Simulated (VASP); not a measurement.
## NbN: single point with PBEsol

The system is NbN, a slab with vacuum.

```
CELL_PARAMETERS angstrom
12.38992 0.00000 0.00000
0.00000 3.09748 0.00000
0.00000 0.00000 18.57074
ATOMIC_POSITIONS crystal
N 0.00000 0.00000 0.08077
N 0.12618 0.50000 0.19752
N 0.25000 0.00000 0.08077
N 0.37437 0.50000 0.19729
N 0.50000 0.00000 0.08077
N 0.62319 0.50000 0.19474
N 0.75000 0.00000 0.08077
N 0.87652 0.50000 0.19607
N 0.99220 0.00000 0.31324
N 0.25156 0.00000 0.31458
N 0.50625 0.00000 0.31859
N 0.74479 0.00000 0.32718
N 0.12007 0.50000 0.44610
N 0.35131 0.50000 0.42411
Nb 0.00233 0.00000 0.19486
Nb 0.12500 0.50000 0.08077
Nb 0.25154 0.00000 0.19383
Nb 0.37500 0.50000 0.08077
Nb 0.49567 0.00000 0.19520
Nb 0.62500 0.50000 0.08077
Nb 0.75153 0.00000 0.19952
Nb 0.87500 0.50000 0.08077
Nb 0.12118 0.50000 0.31871
Nb 0.38738 0.50000 0.32230
Nb 0.62931 0.50000 0.30681
Nb 0.86155 0.50000 0.31268
Nb 0.01298 0.00000 0.42052
Nb 0.23903 0.00000 0.42383
```

```yaml
Program: VASP 6.6.1
Task: single point
Functional: PBEsol
Potentials_or_basis: VASP PAW PBE potentials, release 64 (N, Nb_sv)
Cutoff: 520 eV
k_mesh: 3 × 12 × 1
Occupations: gaussian, width 0.1 eV
Spin: no spin polarisation
Dipole_correction: yes
Further_INCAR_settings: ALGO = Normal; EDIFF = 1e-06; NBANDS = 146; NELMDL = -8
```

* Largest force: 2.369 eV/Å
* Band gap on the k mesh: zero (bands 126 and 127 overlap by 0.99 eV)

Forces on the atoms (eV/Å):
```
N    0.019  0.000 -1.864
N    0.001  0.000 -0.011
N    0.034  0.000 -2.160
N    0.001  0.000 -0.006
N    0.101  0.000 -2.137
N    0.002  0.000  0.004
N    0.090  0.000 -1.113
N   -0.005  0.000 -0.003
N    0.002  0.000  0.011
N   -0.009  0.000  0.005
N   -0.009  0.000 -0.012
N    0.005  0.000 -0.009
N    0.000  0.000 -0.013
N   -0.011  0.000 -0.018
Nb  -0.009  0.000  0.010
Nb  -0.200  0.000  2.042
Nb   0.015  0.000  0.011
Nb  -0.086  0.000  2.367
Nb  -0.003  0.000  0.000
Nb   0.113  0.000  1.552
Nb   0.000  0.000 -0.005
Nb  -0.077  0.000  1.376
Nb   0.014  0.000 -0.006
Nb  -0.003  0.000  0.019
Nb  -0.001  0.000  0.006
Nb   0.007  0.000 -0.008
Nb  -0.005  0.000 -0.015
Nb   0.011  0.000 -0.024
```

Levels at points of the mesh, in eV from the Fermi level:
```tsv
k point	band 123	band 124	band 125	band 126	band 127	band 128
(0.00, 0.00, 0.00)	-0.75	-0.69	-0.66	-0.42	-0.41	-0.28
(0.00, 0.50, 0.00)	-0.08	0.14	0.43	0.58	0.89	0.92
```

Run time: 27 min on 4 MPI ranks on AMD EPYC 7R13 Processor (Zen 3), on a shared host, peak memory 1.3 GiB a rank.

Caveat: the PAW data sets were made with another functional, which shifts forces and pressure a little.
